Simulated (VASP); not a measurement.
# AlCo (CoAl (Pm-3m)) (Pm-3m) in VASP: notebook

Runs on AlCo (CoAl (Pm-3m)). Level: PBE. Tasks: single point, relaxation of cell and atoms.

Everything below comes from runs of VASP 6.6.1. Logs are shortened: lines on timing, memory, paths and dates and some standing lists are left out, and cuts for length are marked.

### Step 1. The cell of the first run

The structure is cubic, space group Pm-3m (No. 221). The conventional cell has a = 2.852 Å, b = 2.852 Å, c = 2.852 Å, α = 90.00°, β = 90.00°, γ = 90.00°. Al (site symmetry m-3m) has 8 Co at 2.47 Å and 6 Al at 2.85 Å within 3.3 Å. Co (site symmetry m-3m) has 8 Al at 2.47 Å and 6 Co at 2.85 Å within 3.3 Å.

### Step 2. Single point, PBE

Contents of INCAR:

```
SYSTEM = AlCo
PREC = Accurate
ENCUT = 520
EDIFF = 1E-6
ISMEAR = 1
SIGMA = 0.1
LREAL = .FALSE.
LASPH = .TRUE.
NELM = 60
ALGO = Normal
ISIF = 2
LWAVE = .FALSE.
LCHARG = .FALSE.
GGA = PE
NBANDS = 13
```

Contents of KPOINTS:

```
regular mesh
0
G
  14 14 14
  0 0 0
```

Contents of POSCAR:

```
AlCo
1.0
    2.8515461552      0.0000000000      0.0000000000
    0.0000000000      2.8515461552      0.0000000000
    0.0000000000      0.0000000000      2.8515461552
Al Co
1 1
Direct
    0.0000000000      0.0000000000      0.0000000000
    0.5000000000      0.5000000000      0.5000000000
```

Potentials or basis: VASP PAW PBE potentials, release 64 (Al, Co).

Launch:

```sh
$ cat potpaw_PBE.64/Al/POTCAR potpaw_PBE.64/Co/POTCAR > POTCAR
$ mpirun -np 1 vasp_std > vasp.out
```

OUTCAR:

```text
SYSTEM = AlCo
   PREC = Accurate
   ENCUT = 520
   EDIFF = 1E-6
   ISMEAR = 1
   LREAL = .FALSE.
   LASPH = .TRUE.
   NELM = 60
   ISIF = 2
   GGA = PE

 ion  position               nearest neighbor table
   1  0.000  0.000  0.000-   2 2.47   2 2.47   2 2.47   2 2.47   2 2.47   2 2.47   2 2.47   2 2.47

   2  0.500  0.500  0.500-   1 2.47   1 2.47   1 2.47   1 2.47   1 2.47   1 2.47   1 2.47   1 2.47

  LATTYP: Found a simple cubic cell.
 ALAT       =     2.8515461552

  Lattice vectors:

 A1 = (   2.8515461552,   0.0000000000,   0.0000000000)
 A2 = (   0.0000000000,   2.8515461552,   0.0000000000)
 A3 = (   0.0000000000,   0.0000000000,   2.8515461552)

Analysis of symmetry for initial positions (statically):
=====================================================================
 Subroutine PRICEL returns:
 Original cell was already a primitive cell.

 Routine SETGRP: Setting up the symmetry group for a
 simple cubic supercell.

 Subroutine GETGRP returns: Found 48 space group operations
 (whereof 48 operations were pure point group operations)
 out of a pool of 48 trial point group operations.

The static configuration has the point symmetry O_h .

Analysis of symmetry for dynamics (positions and initial velocities):
=====================================================================
 Subroutine PRICEL returns:
 Original cell was already a primitive cell.

 Routine SETGRP: Setting up the symmetry group for a
 simple cubic supercell.

 Subroutine GETGRP returns: Found 48 space group operations
 (whereof 48 operations were pure point group operations)
 out of a pool of 48 trial point group operations.

The dynamic configuration has the point symmetry O_h .

 Subroutine INISYM returns: Found 48 space group operations
 (whereof 48 operations are pure point group operations),
 and found     1 'primitive' translations

----------------------------------------------------------------------------------------

                                     Primitive cell

  volume of cell :      23.1868

  direct lattice vectors                    reciprocal lattice vectors
     2.851546155  0.000000000  0.000000000     0.350686942  0.000000000  0.000000000
     0.000000000  2.851546155  0.000000000     0.000000000  0.350686942  0.000000000
     0.000000000  0.000000000  2.851546155     0.000000000  0.000000000  0.350686942

  length of vectors
     2.851546155  2.851546155  2.851546155     0.350686942  0.350686942  0.350686942

  position of ions in fractional coordinates (direct lattice)
     0.000000000  0.000000000  0.000000000
     0.500000000  0.500000000  0.500000000

  ion indices of the primitive-cell ions
   primitive index   ion index
                 1           1
                 2           2

----------------------------------------------------------------------------------------

 KPOINTS: regular mesh

Automatic generation of k-mesh.
 Grid dimensions read from file:
 generate k-points for:   14   14   14

 Generating k-lattice:

  Cartesian coordinates                     Fractional coordinates (reciprocal lattice)
     0.025049067  0.000000000  0.000000000     0.071428571  0.000000000  0.000000000
     0.000000000  0.025049067  0.000000000     0.000000000  0.071428571  0.000000000
     0.000000000  0.000000000  0.025049067     0.000000000  0.000000000  0.071428571

  Length of vectors
     0.025049067  0.025049067  0.025049067

  Shift w.r.t. Gamma in fractional coordinates (k-lattice)
     0.000000000  0.000000000  0.000000000

 Subroutine IBZKPT returns following result:
 ===========================================

 Found    120 irreducible k-points:

 Following reciprocal coordinates:
            Coordinates               Weight
  0.000000  0.000000  0.000000      1.000000
  0.071429  0.000000  0.000000      6.000000
  0.142857  0.000000  0.000000      6.000000
  0.214286  0.000000  0.000000      6.000000
  0.285714  0.000000  0.000000      6.000000
  0.357143  0.000000  0.000000      6.000000
[... 16 lines left out ...]
  0.285714  0.214286  0.000000     24.000000
  0.357143  0.214286  0.000000     24.000000
 [... further k-points ...]
   k-points           NKPTS =    120   k-points in BZ     NKDIM =    120   number of bands    NBANDS=     13
   number of dos      NEDOS =    301   number of ions     NIONS =      2
   total plane-waves  NPLWV =  13824
   dimension x,y,z NGX =    24 NGY =   24 NGZ =   24
   dimension x,y,z NGXF=    48 NGYF=   48 NGZF=   48
   ions per type =               1   1
   NGX,Y,Z   is equivalent  to a cutoff of  13.99, 13.99, 13.99 a.u.
   NGXF,Y,Z  is equivalent  to a cutoff of  27.98, 27.98, 27.98 a.u.
 SYSTEM =  AlCo
   PREC   = accura    normal or accurate (medium, high low for compatibility)
   ISTART =      0    job   : 0-new  1-cont  2-samecut
   ICHARG =      2    charge: 1-file 2-atom 10-const
   ISPIN  =      1    spin polarized calculation?
   LNONCOLLINEAR =      F non collinear calculations
   LSORBIT =      F    spin-orbit coupling
   LASPH  =      T    aspherical Exc in radial PAW
   ENCUT  =  520.0 eV  38.22 Ry    6.18 a.u.   5.30  5.30  5.30*2*pi/ulx,y,z
   NELM   =     60;   NELMIN=  2; NELMDL= -5     # of ELM steps
   EDIFF  = 0.1E-05   stopping-criterion for ELM
   LREAL  =      F    real-space projection
   EDIFFG = 0.1E-04   stopping-criterion for IOM
   NSW    =      0    number of steps for IOM
   IBRION =     -1    ionic relax: 0-MD 1-quasi-New 2-CG
   NFREE  =      0    steps in history (QN), initial steepest desc. (CG)
   ISIF   =      2    stress and relaxation
   ISYM   =      2    0-nonsym 1-usesym 2-fastsym
   POTIM  = 0.5000    time-step for ionic-motion
   TEBEG  =    0.0;   TEEND  =   0.0 temperature during run
   PSTRESS=    0.0 pullay stress
   NELECT =      12.0000    total number of electrons
   NUPDOWN=      -1.0000    fix difference up-down
   EMIN   =  10.00;   EMAX   =-10.00  energy-range for DOS
   EFERMI =   0.00;   METHOD = LEGACY
   ISMEAR =     1;   SIGMA  =   0.10  broadening in eV -4-tet -1-fermi 0-gaus
   EFERMI_NEDOS =   21; number of points for ismear=-14 and -15
   IALGO  =     38    algorithm
   IMIX   =      4    mixing-type and parameters
     AMIX     =   0.40;   BMIX     =  1.00
     AMIX_MAG =   1.60;   BMIX_MAG =  1.00
  volume/ion in A,a.u.               =      11.59        78.24
  Fermi-wavevector in a.u.,A,eV,Ry     =   1.314382  2.483821 23.505415  1.727599
  Thomas-Fermi vector in A             =   2.444639
   LORBIT       =      0    0 simple, 1 ext, 2 COOP (PROOUT), +10 PAW based schemes
   GGA     = PE    functional components
   LHFCALC =     F    Hartree Fock is set to
   AEXX    =    0.0000 exact exchange contribution
   IVDW    =     0    specifies the selected vdW correction
   LEPSILON=     F    determine dielectric tensor
   LRPA    =     F    only Hartree local field effects (RPA)
 non-spin polarized calculation
 Methfessel and Paxton  Order N= 1 SIGMA  =   0.10
  energy-cutoff  :      520.00
  volume of cell :       23.19
 maximum number of plane-waves:       640
 NGX is ok and might be reduce to    24
   NGX = 11   NGY = 11   NGZ = 11

 number of electron      11.9999996 magnetization

 Free energy of the ion-electron system (eV)
  ---------------------------------------------------
  ext. energy  EPLUGINS =         0.00000000
  ---------------------------------------------------
  free energy    TOTEN  =       -11.98918288 eV

  energy without entropy =      -11.99035272  energy(sigma->0) =      -11.98957283

 E-fermi :  10.5910     XC(G=0): -12.2571

 val. band max:       10.5609772865   @ k =   0.5000   0.3571   0.0714
 cond. band min:      10.6347576223   @ k =   0.5000   0.2857   0.0000
 fundamental gap:      0.0737803357
 Fermi energy:        10.5909546631

 k-point     1 :       0.0000    0.0000    0.0000
  band No.  band energies     occupation
      1      -0.5106      2.00000
      2       7.6022      2.00000
      3       7.6022      2.00000
      4       9.7132      2.00000
      5       9.7132      2.00000
      6       9.7132      2.00000
      7      16.5097      0.00000
      8      16.5097      0.00000
      9      16.5097      0.00000
     10      19.2804      0.00000
     11      19.2804      0.00000
     12      25.6744      0.00000
     13      32.1513      0.00000

 k-point     2 :       0.0714    0.0000    0.0000
  band No.  band energies     occupation
      1      -0.4140      2.00000
      2       7.5925      2.00000
      3       7.6290      2.00000
      4       9.6611      2.00000
      5       9.6611      2.00000
      6       9.7186      2.00000
      7      15.5879      0.00000
      8      16.6449      0.00000
      9      16.6449      0.00000
     10      19.2681      0.00000
     11      20.1308      0.00000
     12      25.9886      0.00000
     13      31.0614      0.00000

 k-point     3 :       0.1429    0.0000    0.0000
  band No.  band energies     occupation
      1      -0.1258      2.00000
      2       7.5355      2.00000
      3       7.7053      2.00000
      4       9.5217      2.00000
      5       9.5217      2.00000
      6       9.7339      2.00000
      7      14.0536      0.00000
      8      17.0342      0.00000
      9      17.0342      0.00000
     10      19.2318      0.00000
     11      21.4214      0.00000
     12      26.9775      0.00000
     13      29.3337      0.00000
[... 305 lines left out ...]
 k-point    23 :       0.2857    0.2143    0.0000
  band No.  band energies     occupation
      1       1.8059      2.00000
      2       7.2238      2.00000
      3       7.8383      2.00000
      4       8.7853      2.00000
      5       9.2030      2.00000
      6       9.4490      2.00000
      7      11.9457     -0.00000
      8      14.3959      0.00000
      9      19.4589      0.00000
     10      19.9225      0.00000
     11      22.8299      0.00000
     12      26.5147      0.00000
     13      26.9390      0.00000

 k-point    24 :       0.3571    0.2143    0.0000
  band No.  band energies     occupation
      1       2.5831      2.00000
      2       6.5017      2.00000
      3       8.0452      2.00000
      4       8.7169      2.00000
      5       9.0559      2.00000
      6       9.4736      2.00000
      7      11.2109     -0.00000
      8      15.0095      0.00000
      9      18.9429      0.00000
     10      20.3468      0.00000
     11      22.6765      0.00000
     12      25.0604      0.00000
     13      27.3428      0.00000

 [... further k-points ...]
[... 5 lines left out ...]
  --------------------------------------------------------------------------------------
  -------------------------------------------------------------------------------------
  Total        0.0000919      0.0000919      0.0000919     -0.0000000      0.0000000     -0.0000000
  in kB        0.0063507      0.0063507      0.0063507     -0.0000000      0.0000000     -0.0000000
  external PRESSURE =       0.0063507 kB  Pullay stress =       0.0000000 kB

 VOLUME and BASIS-vectors are now :
 -----------------------------------------------------------------------------
  energy-cutoff  :      520.00
  volume of cell :       23.19
      direct lattice vectors                 reciprocal lattice vectors
     2.851546155  0.000000000  0.000000000     0.350686942  0.000000000  0.000000000
     0.000000000  2.851546155  0.000000000     0.000000000  0.350686942  0.000000000
     0.000000000  0.000000000  2.851546155     0.000000000  0.000000000  0.350686942

 POSITION                                       TOTAL-FORCE (eV/Angst)
 -----------------------------------------------------------------------------------
      0.00000      0.00000      0.00000         0.000000      0.000000      0.000000
      1.42577      1.42577      1.42577         0.000000      0.000000      0.000000
 -----------------------------------------------------------------------------------
    total drift:                                0.000000     -0.000000     -0.000000

  FREE ENERGIE OF THE ION-ELECTRON SYSTEM (eV)
  ---------------------------------------------------
  free  energy   TOTEN  =       -11.9891828809 eV

  energy  without entropy=      -11.9903527193  energy(sigma->0) =      -11.98957283
```

Run time: 12 s. Hardware: 1 thread of Intel Xeon Platinum 8488C (Sapphire Rapids), shared host; peak memory 0.16 GiB.

Results:

| Quantity | Value |
| --- | --- |
| Free energy | -11.9892 eV |
| Pressure | 0.0 GPa |
| Band gap on the k mesh | zero (band 6 reaches 12.94 eV, above the bottom of band 7 at 10.31 eV) |

Spin polarisation is off, so any magnetic state and its effect on volume and gap are missing.

### Step 3. Relaxation of cell and atoms, PBE

This run uses another cell than the first one, of 11.21 Å³/atom, 0.967 times its volume.

Contents of INCAR:

```
SYSTEM = AlCo
ALGO = Normal
EDIFF = 1E-6
EDIFFG = -0.005
ENCUT = 600
GGA = PE
IBRION = 2
ISIF = 3
ISMEAR = 1
LASPH = .TRUE.
LCHARG = .FALSE.
LREAL = .FALSE.
LWAVE = .FALSE.
NELM = 60
NSW = 80
PREC = Accurate
SIGMA = 0.1
```

Contents of KPOINTS:

```
k-points
0
G
  14 14 14
  0 0 0
```

Contents of POSCAR:

```
AlCo
1.0
    2.8194032000      0.0000000000      0.0000000000
    0.0000000000      2.8194032000      0.0000000000
    0.0000000000      0.0000000000      2.8194032000
Al Co
1 1
Direct
    0.0000000000      0.0000000000      0.0000000000
    0.5000000000      0.5000000000      0.5000000000
```

Potentials or basis: VASP PAW PBE potentials, release 64 (Al, Co).

Launch:

```sh
$ cat potpaw_PBE.64/Al/POTCAR potpaw_PBE.64/Co/POTCAR > POTCAR
$ mpirun -np 1 vasp_std > vasp.out
```

Run time: 24 s. Hardware: 1 thread of Intel Xeon Platinum 8488C (Sapphire Rapids), shared host; peak memory 0.17 GiB.

It converged, with:

* Free energy: -11.9888 eV
* Relaxed volume: 11.59 Å³/atom
* Relaxed cell: a = 2.851 Å, b = 2.851 Å, c = 2.851 Å, α = 90.00°, β = 90.00°, γ = 90.00°
* Space group after relaxing (to 0.05 Å): Pm-3m (No. 221)
* Energy gained by relaxing: 7.5 meV/atom
* Ionic steps: 3
* Pressure after relaxing: 0.1 GPa
* Band gap on the k mesh: zero (band 6 reaches 12.95 eV, above the bottom of band 7 at 10.32 eV)

The path:
```
step  energy change (eV)  largest force (eV/Å)  pressure (GPa)  volume (Å³)
   1              0.0000                0.0000            6.54        22.41
   2             -0.0020                0.0000           -5.30        23.93
   3             -0.0150                0.0000            0.05        23.18
```

Final structure:
```
Al Co
1.0
     2.85108    0.00000    0.00000
     0.00000    2.85108    0.00000
     0.00000    0.00000    2.85108
Al Co
1 1
Direct
  0.00000 0.00000 0.00000
  0.50000 0.50000 0.50000
```

Levels at points of the mesh, in eV from the Fermi level:
```csv
k point,band 4,band 5,band 6,band 7,band 8,band 9
"(0.00, 0.00, 0.00)",-0.88,-0.88,-0.88,5.92,5.92,5.92
"(0.50, 0.00, 0.00)",-1.75,-1.75,-0.77,0.14,8.36,10.57
"(0.50, 0.50, 0.00)",-2.71,-1.54,-1.54,-0.28,2.38,3.41
"(0.50, 0.50, 0.50)",-0.24,-0.24,2.35,2.35,2.35,4.06
```

Spin polarisation is off, so any magnetic state and its effect on volume and gap are missing.
